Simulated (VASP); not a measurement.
# InWS4 (P6mm) in VASP: notebook

Runs on InWS4. Level: PBE. Tasks: single point.

Everything below comes from runs of VASP 6.6.1. Logs are shortened: lines on timing, memory, paths and dates and some standing lists are left out, and cuts for length are marked.

### Step 1. The cell of the first run

It takes space group P6mm (No. 183, hexagonal). Conventional cell: a = 5.942 Å, b = 5.942 Å, c = 5.048 Å, α = 90.00°, β = 90.00°, γ = 120.00°. Within 2.9 Å of In (site symmetry 6mm) lie 2 W at 2.17 to 2.88 Å. W (site symmetry 6mm) has 2 In at 2.17 to 2.88 Å within 2.9 Å. Within 3.3 Å of S (site symmetry 3m) lie 2 S at 2.49 to 2.56 Å. Within 3.3 Å of S (site symmetry 3m) lie 2 S at 2.49 to 2.56 Å.

### Step 2. Single point, PBE

INCAR

```
ALGO = Normal ; EDIFF = 1E-7
ENCUT = 520 ; GGA = PE
ISIF = 2 ; ISMEAR = 0
LASPH = T ; LCHARG = F
LREAL = F ; LWAVE = F
NBANDS = 34 ; NELM = 100
PREC = Accurate ; SIGMA = 0.1
```

KPOINTS

```
k-points
0
Gamma
  3 3 4
```

POSCAR

```
InWS4
1.0
    5.9417884500      0.0000000000      0.0000000000
   -2.9708942300      5.1457397400      0.0000000000
    0.0000000000      0.0000000000      5.0483104100
In W S
1 1 4
Direct
    0.0000000000      0.0000000000      0.2310791700
    0.0000000000      0.0000000000      0.6611044600
    0.3333333300      0.6666666700      0.8354744600
    0.6666666700      0.3333333300      0.8354744600
    0.3333333300      0.6666666700      0.3285958100
    0.6666666700      0.3333333300      0.3285958100
```

Potentials or basis: VASP PAW PBE potentials, release 64 (In_d, W_sv, S).

The run is started by

```sh
cat potpaw_PBE.64/In_d/POTCAR potpaw_PBE.64/W_sv/POTCAR potpaw_PBE.64/S/POTCAR > POTCAR
mpirun -np 1 vasp_std > vasp.out
```

OUTCAR:

```text
EDIFF = 1E-7
   ENCUT = 520
   GGA = PE
   ISIF = 2
   ISMEAR = 0
   LASPH = T
   LREAL = F
   NELM = 100
   PREC = Accurate

 ion  position               nearest neighbor table
   1  0.000  0.000  0.231-   2 2.17   2 2.88
   2  0.000  0.000  0.661-   1 2.17   1 2.88
   3  0.333  0.667  0.835-   5 2.49   5 2.56
   4  0.667  0.333  0.835-   6 2.49   6 2.56
   5  0.333  0.667  0.329-   3 2.49   3 2.56
   6  0.667  0.333  0.329-   4 2.49   4 2.56

  LATTYP: Found a hexagonal cell.
 ALAT       =     5.9417884500
 C/A-ratio  =     0.8496280964

  Lattice vectors:

 A1 = (   5.9417884500,   0.0000000000,   0.0000000000)
 A2 = (  -2.9708942300,   5.1457397400,   0.0000000000)
 A3 = (   0.0000000000,   0.0000000000,   5.0483104100)

Analysis of symmetry for initial positions (statically):
=====================================================================
 Subroutine PRICEL returns:
 Original cell was already a primitive cell.

 Routine SETGRP: Setting up the symmetry group for a
 hexagonal supercell.

 Subroutine GETGRP returns: Found 12 space group operations
 (whereof 12 operations were pure point group operations)
 out of a pool of 24 trial point group operations.

The static configuration has the point symmetry C_6v.

Analysis of symmetry for dynamics (positions and initial velocities):
=====================================================================
 Subroutine PRICEL returns:
 Original cell was already a primitive cell.

 Routine SETGRP: Setting up the symmetry group for a
 hexagonal supercell.

 Subroutine GETGRP returns: Found 12 space group operations
 (whereof 12 operations were pure point group operations)
 out of a pool of 24 trial point group operations.

The dynamic configuration has the point symmetry C_6v.

 Subroutine INISYM returns: Found 12 space group operations
 (whereof 12 operations are pure point group operations),
 and found     1 'primitive' translations

----------------------------------------------------------------------------------------

                                     Primitive cell

  volume of cell :     154.3516

  direct lattice vectors                    reciprocal lattice vectors
     5.941788450  0.000000000  0.000000000     0.168299496  0.097167759  0.000000000
    -2.970894230  5.145739740  0.000000000     0.000000000  0.194335518  0.000000000
     0.000000000  0.000000000  5.048310410     0.000000000  0.000000000  0.198086076

  length of vectors
     5.941788450  5.941788451  5.048310410     0.194335518  0.194335518  0.198086076

  position of ions in fractional coordinates (direct lattice)
     0.000000000  0.000000000  0.231079170
     0.000000000  0.000000000  0.661104460
     0.333333330  0.666666670  0.835474460
     0.666666670  0.333333330  0.835474460
     0.333333330  0.666666670  0.328595810
     0.666666670  0.333333330  0.328595810

  ion indices of the primitive-cell ions
   primitive index   ion index
                 1           1
                 2           2
                 3           3
                 4           4
                 5           5
                 6           6

----------------------------------------------------------------------------------------

 KPOINTS: k-points

Automatic generation of k-mesh.
 Grid dimensions read from file:
 generate k-points for:    3    3    4

 Generating k-lattice:

  Cartesian coordinates                     Fractional coordinates (reciprocal lattice)
     0.056099832  0.032389253  0.000000000     0.333333333  0.000000000  0.000000000
     0.000000000  0.064778506  0.000000000     0.000000000  0.333333333  0.000000000
     0.000000000  0.000000000  0.049521519     0.000000000  0.000000000  0.250000000

  Length of vectors
     0.064778506  0.064778506  0.049521519

  Shift w.r.t. Gamma in fractional coordinates (k-lattice)
     0.000000000  0.000000000  0.000000000

 Subroutine IBZKPT returns following result:
 ===========================================

 Found      9 irreducible k-points:

 Following reciprocal coordinates:
            Coordinates               Weight
  0.000000  0.000000  0.000000      1.000000
  0.333333  0.000000  0.000000      6.000000
  0.333333  0.333333  0.000000      2.000000
  0.000000  0.000000  0.250000      2.000000
  0.333333  0.000000  0.250000     12.000000
  0.333333  0.333333  0.250000      4.000000
  0.000000  0.000000  0.500000      1.000000
  0.333333  0.000000  0.500000      6.000000
  0.333333  0.333333  0.500000      2.000000
   k-points           NKPTS =      9   k-points in BZ     NKDIM =      9   number of bands    NBANDS=     34
   number of dos      NEDOS =    301   number of ions     NIONS =      6
   total plane-waves  NPLWV =  92160
   dimension x,y,z NGX =    48 NGY =   48 NGZ =   40
   dimension x,y,z NGXF=    96 NGYF=   96 NGZF=   80
   ions per type =               1   1   4
   NGX,Y,Z   is equivalent  to a cutoff of  13.43, 13.43, 13.17 a.u.
   NGXF,Y,Z  is equivalent  to a cutoff of  26.86, 26.86, 26.34 a.u.
 SYSTEM =  unknown system
   PREC   = accura    normal or accurate (medium, high low for compatibility)
   ISTART =      0    job   : 0-new  1-cont  2-samecut
   ICHARG =      2    charge: 1-file 2-atom 10-const
   ISPIN  =      1    spin polarized calculation?
   LNONCOLLINEAR =      F non collinear calculations
   LSORBIT =      F    spin-orbit coupling
   LASPH  =      T    aspherical Exc in radial PAW
   ENCUT  =  520.0 eV  38.22 Ry    6.18 a.u.  11.05 11.05  9.39*2*pi/ulx,y,z
   NELM   =    100;   NELMIN=  2; NELMDL= -5     # of ELM steps
   EDIFF  = 0.1E-06   stopping-criterion for ELM
   LREAL  =      F    real-space projection
   EDIFFG = 0.1E-05   stopping-criterion for IOM
   NSW    =      0    number of steps for IOM
   IBRION =     -1    ionic relax: 0-MD 1-quasi-New 2-CG
   NFREE  =      0    steps in history (QN), initial steepest desc. (CG)
   ISIF   =      2    stress and relaxation
   ISYM   =      2    0-nonsym 1-usesym 2-fastsym
   POTIM  = 0.5000    time-step for ionic-motion
   TEBEG  =    0.0;   TEEND  =   0.0 temperature during run
   PSTRESS=    0.0 pullay stress
   NELECT =      51.0000    total number of electrons
   NUPDOWN=      -1.0000    fix difference up-down
   EMIN   =  10.00;   EMAX   =-10.00  energy-range for DOS
   EFERMI =   0.00;   METHOD = LEGACY
   ISMEAR =     0;   SIGMA  =   0.10  broadening in eV -4-tet -1-fermi 0-gaus
   EFERMI_NEDOS =   21; number of points for ismear=-14 and -15
   IALGO  =     38    algorithm
   IMIX   =      4    mixing-type and parameters
     AMIX     =   0.40;   BMIX     =  1.00
     AMIX_MAG =   1.60;   BMIX_MAG =  1.00
  volume/ion in A,a.u.               =      25.73       173.60
  Fermi-wavevector in a.u.,A,eV,Ry     =   1.131778  2.138750 17.427991  1.280921
  Thomas-Fermi vector in A             =   2.268478
   LORBIT       =      0    0 simple, 1 ext, 2 COOP (PROOUT), +10 PAW based schemes
   GGA     = PE    functional components
   LHFCALC =     F    Hartree Fock is set to
   AEXX    =    0.0000 exact exchange contribution
   IVDW    =     0    specifies the selected vdW correction
   LEPSILON=     F    determine dielectric tensor
   LRPA    =     F    only Hartree local field effects (RPA)
 non-spin polarized calculation
 Gauss-broadening in eV      SIGMA  =   0.10
  energy-cutoff  :      520.00
  volume of cell :      154.35
 maximum number of plane-waves:      4167
 NGX is ok and might be reduce to    48
   NGX = 23   NGY = 23   NGZ = 19

 number of electron      50.9999997 magnetization

 Free energy of the ion-electron system (eV)
  ---------------------------------------------------
  ext. energy  EPLUGINS =         0.00000000
  ---------------------------------------------------
  free energy    TOTEN  =       -20.51283704 eV

  energy without entropy =      -20.45724695  energy(sigma->0) =      -20.48504199

 E-fermi :   3.5103     XC(G=0):  -9.3418

 val. band max:        3.4743473895   @ k =   0.3333   0.3333   0.2500
 cond. band min:       3.5114527313   @ k =   0.3333   0.0000   0.0000
 fundamental gap:      0.0371053418
 Fermi energy:         3.5102659809

 k-point     1 :       0.0000    0.0000    0.0000
  band No.  band energies     occupation
      1     -71.0122      2.00000
      2     -35.3283      2.00000
      3     -35.3283      2.00000
      4     -35.1030      2.00000
      5     -11.1927      2.00000
      6     -10.8425      2.00000
[... 26 lines left out ...]
     33       8.1302      0.00000
     34       8.4340      0.00000

 k-point     2 :       0.3333    0.0000    0.0000
  band No.  band energies     occupation
      1     -71.0122      2.00000
      2     -35.3284      2.00000
      3     -35.3283      2.00000
      4     -35.1030      2.00000
      5     -11.1906      2.00000
      6     -10.8437      2.00000
[... 26 lines left out ...]
     33       8.1992      0.00000
     34       8.3715      0.00000

 k-point     3 :       0.3333    0.3333    0.0000
  band No.  band energies     occupation
      1     -71.0122      2.00000
      2     -35.3284      2.00000
      3     -35.3284      2.00000
      4     -35.1030      2.00000
      5     -11.1897      2.00000
      6     -10.8435      2.00000
[... 26 lines left out ...]
     33       8.2862      0.00000
     34       8.2912      0.00000
[... 149 lines left out ...]
 k-point     8 :       0.3333    0.0000    0.5000
  band No.  band energies     occupation
      1     -71.0119      2.00000
      2     -35.3287      2.00000
      3     -35.3287      2.00000
      4     -35.1198      2.00000
      5     -10.9458      2.00000
      6     -10.8110      2.00000
[... 26 lines left out ...]
     33       8.0899      0.00000
     34       8.7374      0.00000

 k-point     9 :       0.3333    0.3333    0.5000
  band No.  band energies     occupation
      1     -71.0119      2.00000
      2     -35.3287      2.00000
      3     -35.3287      2.00000
      4     -35.1198      2.00000
      5     -10.9441      2.00000
      6     -10.8105      2.00000
[... 26 lines left out ...]
     33       8.9150      0.00000
     34       8.9150      0.00000

------------------------ aborting loop because EDIFF is reached ----------------------------------------

  FORCE on cell =-STRESS in cart. coord.  units (eV):
  Direction    XX          YY          ZZ          XY          YZ          ZX
  --------------------------------------------------------------------------------------
  -------------------------------------------------------------------------------------
  Total      -12.0146941    -12.0146941     17.4422001      0.0000000     -0.0000000      0.0000000
  in kB     -124.7131494   -124.7131494    181.0509444      0.0000001     -0.0000000      0.0000000
  external PRESSURE =     -22.7917848 kB  Pullay stress =       0.0000000 kB

 VOLUME and BASIS-vectors are now :
 -----------------------------------------------------------------------------
  energy-cutoff  :      520.00
  volume of cell :      154.35
      direct lattice vectors                 reciprocal lattice vectors
     5.941788450  0.000000000  0.000000000     0.168299496  0.097167759  0.000000000
    -2.970894230  5.145739740  0.000000000     0.000000000  0.194335518  0.000000000
     0.000000000  0.000000000  5.048310410     0.000000000  0.000000000  0.198086076

 POSITION                                       TOTAL-FORCE (eV/Angst)
 -----------------------------------------------------------------------------------
      0.00000      0.00000      1.16656        -0.000000      0.000000    -11.812609
      0.00000      0.00000      3.33746        -0.000000      0.000000     12.197146
     -0.00000      3.43049      4.21773        -0.000000      0.000000      0.056491
      2.97089      1.71525      4.21773        -0.000000      0.000000      0.056491
     -0.00000      3.43049      1.65885         0.000000     -0.000000     -0.248759
      2.97089      1.71525      1.65885        -0.000000      0.000000     -0.248759
 -----------------------------------------------------------------------------------
    total drift:                               -0.000000     -0.000000     -0.000307

  FREE ENERGIE OF THE ION-ELECTRON SYSTEM (eV)
  ---------------------------------------------------
  free  energy   TOTEN  =       -20.5128370359 eV

  energy  without entropy=      -20.4572469535  energy(sigma->0) =      -20.48504199
```

Wall time 40 s (1 thread of Intel Xeon 6975P-C (Granite Rapids), shared host); peak memory 0.3 GiB.

Results:

| Item | Value |
| --- | --- |
| Free energy | -20.5128 eV |
| Pressure | -2.3 GPa |
| Largest force | 12.197 eV/Å |

Forces in eV/Å, atoms in the order of the input:
```
In    0.000   0.000 -11.813
W     0.000   0.000  12.197
S     0.000   0.000   0.056
S     0.000   0.000   0.056
S     0.000   0.000  -0.249
S     0.000   0.000  -0.249
```

Stress tensor (GPa, compression positive):
```
-12.47   0.00   0.00
  0.00 -12.47   0.00
  0.00   0.00  18.11
```

Caveat: the k points lie up to 0.41 Å⁻¹ apart; spin-orbit coupling is left out, which moves the levels of the heavy elements; forces of over 1 eV/Å act on the atoms, so gaps and moduli don't describe the material at rest.

### Step 3. Single point, PBE

This run uses another cell than the first one, of 22.30 Å³/atom, 0.867 times its volume.

INCAR

```
SYSTEM = InWS4
PREC = Accurate
ENCUT = 520
EDIFF = 1E-6
ISMEAR = 0
SIGMA = 0.1
LREAL = .False.
LASPH = .True.
NELM = 80
ALGO = Normal
ISIF = 2
LWAVE = .False.
LCHARG = .False.
GGA = PE
NBANDS = 34
```

KPOINTS

```
regular mesh
0
Gamma
  6 6 2
  0 0 0
```

POSCAR

```
InWS4
1.0
    4.3899356726      0.0000000000      0.0000000000
   -2.1949678363      3.8017958135      0.0000000000
    0.0000000000      0.0000000000      8.0167138262
In W S
1 1 4
Direct
    0.0000000000      0.0000000000      0.4141366958
    0.0000000000      0.0000000000      0.7608726261
    0.3333333333      0.6666666667      0.7642322431
    0.6666666667      0.3333333333      0.7642322431
    0.3333333333      0.6666666667      0.2584251810
    0.6666666667      0.3333333333      0.2584251810
```

Potentials or basis: VASP PAW PBE potentials, release 64 (In_d, W_sv, S).

The run is started by

```sh
cat potpaw_PBE.64/In_d/POTCAR potpaw_PBE.64/W_sv/POTCAR potpaw_PBE.64/S/POTCAR > POTCAR
mpirun -np 1 vasp_std > vasp.out
```

Run time: 41 s. Hardware: 1 thread of Intel Xeon 6975P-C (Granite Rapids), shared host; peak memory 0.29 GiB.

Results (log left out):

| Quantity | Value |
| --- | --- |
| Free energy | -29.7477 eV |
| Pressure | 0.0 GPa |
| Largest force | 0.007 eV/Å |

Forces in eV/Å, atoms in the order of the input:
```
In   0.000  0.000 -0.005
W    0.000  0.000  0.007
S    0.000  0.000 -0.002
S    0.000  0.000 -0.002
S    0.000  0.000  0.001
S    0.000  0.000  0.001
```

Levels at points of the mesh, in eV from the Fermi level:
```
           k point  band 22  band 23  band 24  band 25  band 26  band 27  band 28  band 29
(0.00, 0.00, 0.00)    -1.48    -1.06    -1.06    -0.53    -0.29    -0.29     0.47     1.24
(0.50, 0.00, 0.00)    -1.69    -1.03    -0.76    -0.12     0.93     0.98     1.41     1.89
(0.00, 0.00, 0.50)    -1.37    -1.17    -1.17    -0.35    -0.21    -0.21     0.25     0.66
(0.50, 0.00, 0.50)    -2.05    -0.96    -0.72    -0.12     0.93     0.99     1.58     1.90
```

Caveat: the k points lie up to 0.39 Å⁻¹ apart; spin-orbit coupling is left out, which moves the levels of the heavy elements; this functional lacks dispersion, which binds the layers, so the pressure and a relaxed spacing across them are unreliable.
